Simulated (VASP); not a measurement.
Wanted: the native input for a VASP 6.6.1 run.

* Task: single point
* Functional: PBE
* Potentials or basis: VASP PAW PBE potentials, release 64 (Zn, B, H)
* Cutoff: 520 eV
* k mesh: 4 × 4 × 4
* Occupations: gaussian, width 0.1 eV
* Spin: no spin polarisation
* Dipole correction: no
* Further INCAR settings: ALGO = Normal; EDIFF = 1e-06; NBANDS = 20

The structure of ZnBH6 lies in POSCAR:

```
ZnBH6
1.0
    0.0000000000      3.7047237900      3.7047237900
    3.7047237900      0.0000000000      3.7047237900
    3.7047237900      3.7047237900      0.0000000000
Zn B H
1 1 6
Direct
    0.0000000000      0.0000000000      0.0000000000
    0.5000000000      0.5000000000      0.5000000000
    0.7500000000      0.2500000000      0.2500000000
    0.2500000000      0.7500000000      0.7500000000
    0.2500000000      0.7500000000      0.2500000000
    0.7500000000      0.2500000000      0.7500000000
    0.2500000000      0.2500000000      0.7500000000
    0.7500000000      0.7500000000      0.2500000000
```

The input as run:

INCAR

```
SYSTEM = ZnBH6
PREC = Accurate
ENCUT = 520
EDIFF = 1E-6
ISMEAR = 0
SIGMA = 0.1
LREAL = .FALSE.
LASPH = .TRUE.
NELM = 80
ALGO = Normal
ISIF = 2
LWAVE = .FALSE.
LCHARG = .TRUE.
GGA = PE
LELF = .TRUE.
LVHAR = .TRUE.
NBANDS = 20
```

KPOINTS

```
Automatic mesh
0
G
  4 4 4
  0 0 0
```

Potentials or basis: VASP PAW PBE potentials, release 64 (Zn, B, H).

Run with:

```console
$ cat potpaw_PBE.64/Zn/POTCAR potpaw_PBE.64/B/POTCAR potpaw_PBE.64/H/POTCAR > POTCAR
$ mpirun -np 1 vasp_std > vasp.out
```

Results of the run:

- Pressure: -14.6 GPa
- Band gap on the k mesh: zero (an odd number of electrons rules out a gap without spin polarisation)

Caveat: the k points lie up to 0.37 Å⁻¹ apart, too coarse for converged energies and pressures of a metal.

Wall time 39 s on 1 thread of Intel Xeon 8259CL, on a shared host, peak memory 0.24 GiB.
